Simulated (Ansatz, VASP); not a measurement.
**MgO in VASP and in Ansatz**

```
Mg O
1.0
     0.00000    2.05491    2.05491
     2.05491    0.00000    2.05491
     2.05491    2.05491    0.00000
Mg O
1 1
Direct
  0.01893 0.01893 0.98107
  0.47125 0.47125 0.52875
```

Change from the starting cell: mode 6 frozen in at -0.121 Å, equal normal strain along x, y and z -0.0250.

Alike in both runs: task single point; functional PBEsol; k mesh 10 × 10 × 10; occupations gaussian, width 0.05 eV; no spin polarisation.

|  | VASP | Ansatz |
| --- | --- | --- |
| version | VASP 6.6.1 | Ansatz 0.2.0 |
| potentials or method | VASP PAW PBE potentials, release 64 (Mg, O), cutoff 520 eV | scalar-relativistic, plane waves, PAW |
| valence electrons in the cell | 8 | 16 |

VASP gave:

* gap on the k mesh at the Fermi level (eV): 5.36
* least direct gap on the mesh (eV): 5.36
* pressure (GPa): 18.7
* traceless stress, the component that is largest in VASP (GPa): 13.06
* rms of the force components (eV/Å): 1.080

**Question.** Estimate Ansatz's values.

**Answer.** gap on the k mesh at the Fermi level (eV): 5.36; least direct gap on the mesh (eV): 5.36; pressure (GPa): 18.9; traceless stress, the component that is largest in VASP (GPa): 12.72; rms of the force components (eV/Å): 1.059.

VASP's potentials were made for PBE, not for PBEsol, and Ansatz warns of the same on its side. Atom by atom the forces differ by 0.022 eV/Å (rms over components). VASP's potentials hold 8 valence electrons a cell and Ansatz's 16, so a difference there can come from the potentials and not from the codes.
